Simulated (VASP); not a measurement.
**Ti: single point with revPBE+D3(BJ)**

Ti:

```
Ti
1.0
     4.45344    0.00000    0.00000
    -2.22672    3.85679    0.00000
     0.00000    0.00000    2.75991
Ti
3
Direct
  0.66667 0.33333 0.50000
  0.33333 0.66667 0.50000
  0.00000 0.00000 0.00000
```

| Quantity | Value |
| --- | --- |
| Program | VASP 6.6.1 |
| Task | single point |
| Functional | revPBE |
| Dispersion | D3(BJ) |
| Potentials or basis | VASP PAW PBE potentials, release 64 (Ti_sv) |
| Cutoff | 520 eV |
| k mesh | 7 × 7 × 9 |
| Occupations | fermi-dirac, width 0.05 eV |
| Spin | no spin polarisation |

The pressure is -0.4 GPa, the band gap on the k mesh is zero (band 18 reaches 9.56 eV, above the bottom of band 19 at 9.23 eV) and the dispersion energy per atom is -1.235 eV.

Levels at points of the mesh, in eV from the Fermi level:
| k point | band 14 | band 15 | band 16 | band 17 | band 18 | band 19 | band 20 | band 21 | band 22 | band 23 |
| --- | --- | --- | --- | --- | --- | --- | --- | --- | --- | --- |
| (0.00, 0.00, 0.00) | -2.17 | -0.72 | -0.72 | -0.64 | -0.64 | 0.00 | 0.75 | 1.40 | 1.40 | 1.96 |

It took 60 s on 1 thread of Intel(R) Xeon(R) Platinum 8259CL CPU @ 2.50GHz (Skylake/Cascade Lake), on a shared host, peak memory 0.2 GiB.

Caveat: the PAW data sets were made with another functional, which shifts forces and pressure a little; pairwise dispersion overbinds metals, which lowers pressure and volume.
